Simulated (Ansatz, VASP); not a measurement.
## BeS in VASP and in Ansatz

File POSCAR:

```
BeS
1.0
    0.0000000000      2.3886250000      2.3522500000
    2.3886250000      0.0000000000      2.3522500000
    2.3886250000      2.3886250000      0.0000000000
Be S
1 1
Direct
    0.0000000000      0.0000000000      0.0000000000
    0.7500000000      0.7500000000      0.7500000000
```

INCAR.step1

```
SYSTEM = BeS
PREC     = Accurate       ! precision mode
ENCUT    = 520            ! plane-wave cutoff, eV
ISMEAR   = 0              ! smearing method
SIGMA    = 0.05           ! smearing width, eV
LREAL    = .FALSE.        ! projectors in reciprocal space
LASPH    = .TRUE.         ! aspherical terms in the spheres
NELM     = 80             ! most SCF steps
NBANDS   = 11             ! bands
GGA      = PE             ! functional
ALGO     = Normal         ! electronic algorithm
EDIFF    = 1E-4           ! SCF threshold, eV
LWAVE    = .TRUE.         ! write WAVECAR
LCHARG   = .FALSE.        ! write CHGCAR
```

File INCAR.step2:

```
SYSTEM = BeS
PREC     = Accurate       ! precision mode
ENCUT    = 520            ! plane-wave cutoff, eV
EDIFF    = 1E-7           ! SCF threshold, eV
ISMEAR   = 0              ! smearing method
SIGMA    = 0.05           ! smearing width, eV
LREAL    = .FALSE.        ! projectors in reciprocal space
LASPH    = .TRUE.         ! aspherical terms in the spheres
NELM     = 80             ! most SCF steps
ALGO     = Normal         ! electronic algorithm
ISIF     = 2              ! what is computed and relaxed
LWAVE    = .FALSE.        ! write WAVECAR
LCHARG   = .FALSE.        ! write CHGCAR
METAGGA  = R2SCAN         ! meta-GGA
LMIXTAU  = .TRUE.       
NBANDS   = 11             ! bands
ISTART   = 1
```

KPOINTS

```
Automatic mesh
0
G
  8 8 8
  0 0 0
```

Input for Ansatz:

```yaml
crystal:
  lattice:
    - [0.0, 2.388625, 2.35225]
    - [2.388625, 0.0, 2.35225]
    - [2.388625, 2.388625, 0.0]
  atoms:
    - { symbol: Be, position: [0.0, 0.0, 0.0] }
    - { symbol: S, position: [0.75, 0.75, 0.75] }
basis:
  ecutwfc: 500
kpoints:
  mp_grid: { grid: [8, 8, 8] }
hamiltonian:
  xc: r2scan
scf:
  occupations: { method: gaussian, width: 0.05 }
output:
  forces: true
  stress: true
  eigenvalues: true
```

Change from the starting cell: strain -0.015 along x and y, -0.030 along z, atoms carried along.

Alike in both runs: task single point; functional r2SCAN; k mesh 8 × 8 × 8; occupations gaussian, width 0.05 eV; no spin polarisation.

|  | VASP | Ansatz |
| --- | --- | --- |
| version | VASP 6.6.1 | Ansatz 0.2.0 |
| potentials or method | VASP PAW PBE potentials, release 64 (Be, S), cutoff 520 eV | scalar-relativistic, plane waves, PAW |
| valence electrons in the cell | 8 | 8 |

```tsv
	VASP	Ansatz	Ansatz less VASP
gap on the k mesh at the Fermi level (eV)	3.28	3.27	-0.009
least direct gap on the mesh (eV)	6.14	6.11	-0.032
pressure (GPa)	8.3	8.1	-0.30
traceless stress, the component that is largest in VASP (GPa)	1.03	1.05	+0.016
```

VASP's potentials were made for PBE, not for r2SCAN. With one functional, cell and mesh, what is left measures potentials, basis and numerics.
